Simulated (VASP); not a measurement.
Wanted: the native input for a VASP 6.6.1 run.

```yaml
Task: single point
Functional: BLYP
Potentials_or_basis: VASP PAW PBE potentials, release 64 (Li_sv, Pd)
Cutoff: 520 eV
k_mesh: 4 × 4 × 4
Occupations: gaussian, width 0.2 eV
Spin: no spin polarisation
Dipole_correction: no
Further_INCAR_settings: ALGO = Normal; EDIFF = 1e-06; NBANDS = 24
```

The structure of LiPd3 lies in POSCAR:

```
LiPd3
1.0
    3.8499970000      0.0000000000      0.0000000000
    0.0000000000      3.8499970000      0.0000000000
    0.0000000000      0.0000000000      3.8499970000
Li Pd
1 3
Direct
    0.0000000000      0.0000000000      0.0000000000
    0.0000000000      0.5000000000      0.5000000000
    0.5000000000      0.0000000000      0.5000000000
    0.5000000000      0.5000000000      0.0000000000
```

These files were run (other wordings do the same):

INCAR

```
SYSTEM = LiPd3
PREC = Accurate
ENCUT = 520
EDIFF = 1E-6
ISMEAR = 0
SIGMA = 0.2
LREAL = .FALSE.
LASPH = .TRUE.
NELM = 60
ALGO = Normal
ISIF = 2
LWAVE = .FALSE.
LCHARG = .FALSE.
GGA = B5
ALDAX = 1.0
AGGAX = 1.0
AGGAC = 1.0
ALDAC = 0.0
NBANDS = 24
```

KPOINTS

```
Automatic mesh
0
G
  4 4 4
  0 0 0
```

Potentials or basis: VASP PAW PBE potentials, release 64 (Li_sv, Pd).

Run with:

```console
$ cat potpaw_PBE.64/Li_sv/POTCAR potpaw_PBE.64/Pd/POTCAR > POTCAR
$ mpirun -np 1 vasp_std > vasp.out
```

Wall time 27 s on 1 thread of Intel Xeon 6975P-C, on a shared host, peak memory 0.17 GiB.
